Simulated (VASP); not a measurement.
Runs of VASP 6.6.1 on GeMo2. The structure is that of space group P6/mmm (No. 191), or close to it. The cells are those of the table. The cell was generated, and may not be a known phase.

| task | cell | k mesh | cutoff (eV) | gap on the mesh (eV) | pressure (GPa) | relaxed volume (Å³/atom) |
| --- | --- | --- | --- | --- | --- | --- |
| relaxation of cell and atoms | relaxed from a = 4.466, b = 4.466, c = 2.790 Å, angles 90.0, 90.0, 120.0°, 3 atoms | 12 × 12 × 16 | 600 | none | 0.0 | 16.15 |
| single point | a = 4.568, b = 4.568, c = 2.668 Å, angles 90.0, 90.0, 120.0°, 3 atoms | 12 × 12 × 16 | 520 | none | 0.4 | - |
| single point | a = 4.344, b = 4.344, c = 3.048 Å, angles 90.0, 90.0, 120.0°, 3 atoms | 6 × 6 × 4 | 520 | none | 0.4 | - |
| relaxation of cell and atoms | relaxed from a = 4.344, b = 4.344, c = 3.048 Å, angles 90.0, 90.0, 120.0°, 3 atoms | 6 × 6 × 6 | 600 | none | -0.2 | (a) |
| single point | a = 3.605, b = 3.605, c = 4.281 Å, angles 90.0, 90.0, 120.0°, 3 atoms | 6 × 6 × 4 | 520 | none | 60.4 | - |
| single point | a = 4.466, b = 4.466, c = 2.790 Å, angles 90.0, 90.0, 120.0°, 3 atoms | 6 × 6 × 6 | 520 | none | 0.6 | - |

Alike in all rows: level PBE; potentials or basis VASP PAW PBE potentials, release 64 (Ge_d, Mo_sv); no spin polarisation; smearing gaussian 0.1 eV.

Task: Estimate the missing entries.

Result: (a) 16.00.

Caveats: some runs use coarse meshes; atoms lie so close that the PAW spheres overlap strongly, which falsifies energies and pressures (at least some runs).

A k mesh can miss the band edges, and the runs leave out spin-orbit coupling on Ge, Mo.

A gap of «none» marks levels without a gap at the run's occupations.
